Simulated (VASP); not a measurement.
Input of a VASP 6.6.1 run:

INCAR

```
PREC = Accurate
ENCUT = 520
EDIFF = 1E-6
ISMEAR = -1
SIGMA = 0.05
LREAL = F
LASPH = T
NELM = 60
ALGO = Normal
ISIF = 2
LWAVE = F
LCHARG = F
GGA = PE
NBANDS = 12
```

Contents of KPOINTS:

```
regular mesh
0
Gamma
  9 9 14
```

File POSCAR:

```
Be
1.0
    3.7342827559      0.0000000000      0.0000000000
    0.0000000000      3.7342827559      0.0000000000
    0.0000000000      0.0000000000      2.2736502440
Be
4
Direct
    0.2974080000      0.2974080000      0.0000000000
    0.7025920000      0.7025920000      0.0000000000
    0.2025920000      0.7974080000      0.5000000000
    0.7974080000      0.2025920000      0.5000000000
```

Potentials or basis: VASP PAW PBE potentials, release 64 (Be).

Command:

```sh
$ cat potpaw_PBE.64/Be/POTCAR > POTCAR
$ mpirun -np 1 vasp_std > vasp.out
```

(1) What does it give for the band gap on the k mesh?

(2) Predict the pressure.

## Answers

(1) zero (band 4 reaches 7.90 eV, above the bottom of band 5 at 5.87 eV).

(2) 1.4 GPa.
